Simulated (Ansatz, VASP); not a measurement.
## BAs: VASP beside Ansatz

```
B As
1.0
     0.00000    2.48754    2.34743
     2.48754    0.00000    2.34743
     2.48754    2.48754    0.00000
B As
1 1
Direct
  0.00000 0.00000 0.00000
  0.25000 0.25000 0.25000
```

Change from the starting cell: epitaxial_xy strain +4.0%.

Alike in both runs: task single point; functional HSE06; k mesh 6 × 6 × 6; no spin polarisation.

|  | VASP | Ansatz |
| --- | --- | --- |
| version | VASP 6.6.1 | Ansatz 0.2.0 |
| potentials or method | VASP PAW PBE potentials, release 64 (B, As) | plane waves, PAW |
| plane-wave cutoff (eV) | 520 | 420 |
| occupations | gaussian, width 0.01 eV | fixed |
| valence electrons in the cell | 8 | 18 |

|  | VASP | Ansatz | Ansatz less VASP |
| --- | --- | --- | --- |
| gap on the k mesh at the Fermi level (eV) | 1.15 | 1.14 | -0.011 |
| pressure (GPa) | -8.7 | -8.6 | +0.16 |
| traceless stress, the component that is largest in VASP (GPa) | 7.49 | 7.49 | -0.007 |

VASP's potentials hold 8 valence electrons a cell and Ansatz's 18, so a difference there can come from the potentials and not from the codes. Ansatz's warnings: stress exchange threshold loose, stress scf threshold loose.
